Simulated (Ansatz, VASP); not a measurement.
## HfO2: VASP beside Ansatz

Contents of POSCAR:

```
HfO2
1.0
    0.0000000000      2.5291823184      2.5291823184
    2.5291823184      0.0000000000      2.5291823184
    2.5291823184      2.5291823184      0.0000000000
Hf O
1 2
Direct
    0.0000000000      0.0000000000      0.0000000000
    0.2500000000      0.2500000000      0.2500000000
    0.7500000000      0.7500000000      0.7500000000
```

The input INCAR.step1:

```
PREC = Accurate
ENCUT = 520
EDIFF = 1E-5
ISMEAR = 0
SIGMA = 0.01
LREAL = False
LASPH = True
NELM = 120
ALGO = Normal
ISIF = 2
LWAVE = True
LCHARG = False
NBANDS = 18
GGA = PE
GGA_COMPAT = False
```

Contents of INCAR.step2:

```
PREC = Accurate
ENCUT = 520
EDIFF = 1E-6
ISMEAR = 0
SIGMA = 0.01
LREAL = False
LASPH = True
NELM = 120
ALGO = Normal
ISIF = 2
LWAVE = False
LCHARG = False
GGA = PE
LHFCALC = True
HFSCREEN = 0.2079
PRECFOCK = Normal
NBANDS = 18
ISTART = 1
GGA_COMPAT = False
```

The input KPOINTS:

```
Automatic mesh
0
Gamma
  6 6 6
```

Input for Ansatz:

```yaml
crystal:
  lattice:
    - [0.0, 2.5291823184, 2.5291823184]
    - [2.5291823184, 0.0, 2.5291823184]
    - [2.5291823184, 2.5291823184, 0.0]
  atoms:
    - { symbol: Hf, position: [0.0, 0.0, 0.0] }
    - { symbol: O, position: [0.25, 0.25, 0.25] }
    - { symbol: O, position: [0.75, 0.75, 0.75] }
kpoints:
  mp_grid: { grid: [6, 6, 6] }
  band_path:
    path:
      - [0.0, 0.0, 0.0]
      - [0.5, 0.0, 0.5]
      - [0.625, 0.25, 0.625]
      - [0.375, 0.375, 0.75]
      - [0.5, 0.5, 0.5]
      - [0.5, 0.25, 0.75]
      - [0.0, 0.5, 0.5]
    npoints: 1
hamiltonian:
  xc: hse06
scf:
  occupations: { method: fixed }
  n_extra_bands: 4
output:
  forces: true
  stress: true
  eigenvalues: true
  write_density: true
  write_potential: true
  elf: true
  volumetric_format: npy
```

Alike in both runs: task single point; functional HSE06; k mesh 6 × 6 × 6; no spin polarisation.

```csv
,VASP,Ansatz
version,VASP 6.6.1,Ansatz 0.2.0
potentials or method,"VASP PAW PBE potentials, release 64 (Hf_pv, O)","plane waves, PAW"
plane-wave cutoff (eV),520,420
occupations,"gaussian, width 0.01 eV",fixed
valence electrons in the cell,22,38
```

|  | VASP | Ansatz | Ansatz less VASP |
| --- | --- | --- | --- |
| gap on the k mesh at the Fermi level (eV) | 5.36 | 5.41 | +0.045 |
| pressure (GPa) | -5.3 | -0.4 | +4.92 |

One of these differences is far larger than is usual between the two programs; its cause wasn't traced. VASP's potentials hold 22 valence electrons a cell and Ansatz's 38, so a difference there can come from the potentials and not from the codes. Ansatz's warnings: stress exchange threshold loose, stress scf threshold loose.

Neither program's run includes spin-orbit coupling.
